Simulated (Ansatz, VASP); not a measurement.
# SnO: VASP beside Ansatz

INCAR

```
PREC = Accurate
ENCUT = 600
EDIFF = 1E-7
ISMEAR = -1
SIGMA = 0.05
LREAL = False
LASPH = True
NELM = 100
ALGO = Normal
ISIF = 3
LWAVE = False
LCHARG = False
GGA = B5
ALDAX = 1.0
AGGAX = 1.0
AGGAC = 1.0
ALDAC = 0.0
IVDW = 12
VDW_S6 = 1.0
VDW_S8 = 2.6996
VDW_A1 = 0.4298
VDW_A2 = 4.2359
IBRION = 2
NSW = 60
EDIFFG = -0.01
```

File KPOINTS:

```
regular mesh
0
Gamma
  7 7 6
```

The input POSCAR:

```
SnO
1.0
    3.8136952200      0.0000000000      0.0000000000
    0.0000000000      3.8136952200      0.0000000000
    0.0000000000      0.0000000000      4.8869133000
Sn O
2 2
Direct
    0.5000000000      0.0000000000      0.7646261400
    0.0000000000      0.5000000000      0.2353738600
    0.0000000000      0.0000000000      0.0000000000
    0.5000000000      0.5000000000      0.0000000000
```

File input.yaml:

```yaml
crystal:
  lattice:
    - [3.81369522, 0.0, 0.0]
    - [0.0, 3.81369522, 0.0]
    - [0.0, 0.0, 4.8869133]
  atoms:
    - { symbol: Sn, position: [0.5, 0.0, 0.76462614] }
    - { symbol: Sn, position: [0.0, 0.5, 0.23537386] }
    - { symbol: O, position: [0.0, 0.0, 0.0] }
    - { symbol: O, position: [0.5, 0.5, 0.0] }
hamiltonian:
  xc: blyp
  pseudopotentials: { kind: paw }
  dispersion: d3bj
kpoints:
  mp_grid: { grid: [7, 7, 6] }
scf:
  occupations: { method: fermi_dirac, width: 0.05 }
output:
  forces: true
  stress: true
  eigenvalues: true
relax:
  f_tol: 0.01
  max_steps: 40
  cell: { stress_tol: 0.05 }
```

Alike in both runs: task relaxation of cell and atoms; functional BLYP; dispersion D3(BJ); k mesh 7 × 7 × 6; occupations fermi-dirac, width 0.05 eV; no spin polarisation.

|  | VASP | Ansatz |
| --- | --- | --- |
| version | VASP 6.6.1 | Ansatz 0.2.0 |
| potentials or method | VASP PAW PBE potentials, release 64 (Sn_d, O) | Ansatz PAW |
| plane-wave cutoff (eV) | 600 | 420 |
| valence electrons in the cell | 40 | 40 |

```csv
,VASP,Ansatz,Ansatz less VASP
"gap on the k mesh at the Fermi level, each at its own relaxed structure (eV)",0.55,0.61,+0.056
relaxed volume (Å³/atom),17.97,18.04,+0.070
relaxed length of the cell vector where the two differ most in proportion (Å),4.789,4.811,+0.0215
```

VASP's potentials were made for PBE, not for BLYP.

Noted on Ansatz's run: odd divisions of the mesh miss points on the zone boundary, where band edges often lie, so the gap on the mesh can be too wide; the plane-wave basis is chosen anew once the cell has moved, so the energies of steps on either side of that aren't comparable.
